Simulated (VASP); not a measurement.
# HF: single point with LDA

The system is HF.

```
F H
1.0
     7.07138    0.00000    0.00000
     0.00000    7.07138    0.00000
     0.00000    0.00000    7.07138
F H
8 8
Direct
  0.31094 0.60875 0.25975
  0.41831 0.17395 0.70836
  0.31506 0.44271 0.55897
  0.52847 0.06345 0.98317
  0.46965 0.59171 0.93021
  0.42082 0.87318 0.59290
  0.01748 0.25504 0.63920
  0.33793 0.92596 0.19993
  0.31045 0.77760 0.23886
  0.38646 0.32927 0.60282
  0.32869 0.55050 0.38809
  0.50224 0.14858 0.87583
  0.48469 0.67664 0.82446
  0.41719 0.00710 0.65144
  0.09271 0.36638 0.62829
  0.42123 0.95970 0.08154
```

```json
{
 "Program": "VASP 6.6.1",
 "Task": "single point",
 "Functional": "LDA",
 "Potentials or basis": "VASP PAW LDA potentials, release 64 (F_h, H_h)",
 "Cutoff": "1010 eV",
 "k mesh": "1 × 1 × 1",
 "Occupations": "fermi-dirac, width 0.02 eV",
 "Spin": "no spin polarisation",
 "Dipole correction": "no",
 "Further INCAR settings": "LREAL = Auto; ALGO = Normal; EDIFF = 1e-06; NBANDS = 46"
}
```

```
Pressure      : -0.1 GPa
Largest force : 2.080 eV/Å
```

Forces on the atoms (eV/Å):
```
F   -0.164 -0.004  0.169
F    0.368  1.292  0.035
F   -0.344  1.417 -0.880
F    0.960 -0.972  1.568
F    0.140  0.780 -0.822
F    0.070 -0.363  0.468
F   -0.008  0.389  0.028
F   -0.556 -0.292  0.291
H    0.591 -0.105 -0.101
H    0.181 -1.111  0.770
H   -0.111 -0.154  0.363
H   -0.937  0.248 -1.326
H   -0.246 -0.426  0.343
H   -0.066 -0.864 -0.795
H   -0.051 -0.486 -0.029
H    0.173  0.652 -0.082
```

Stress tensor (GPa, compression positive):
```
 0.15 -0.41  0.15
-0.41 -0.28  0.14
 0.15  0.14 -0.11
```

Levels at points of the mesh, in eV from the Fermi level:
```csv
k point,band 28,band 29,band 30,band 31,band 32,band 33,band 34,band 35,band 36,band 37
"(0.00, 0.00, 0.00)",-1.52,-0.93,-0.88,-0.77,-0.57,6.00,8.65,8.94,9.21,9.29
```

It took 87 s on 1 thread of Intel(R) Xeon(R) Platinum 8259CL CPU @ 2.50GHz (Skylake/Cascade Lake), with other jobs on the host, peak memory 0.66 GiB.

Caveat: the k points lie up to 0.89 Å⁻¹ apart, too coarse for converged energies, forces and pressures; the atoms stand as in a frame of molecular dynamics.
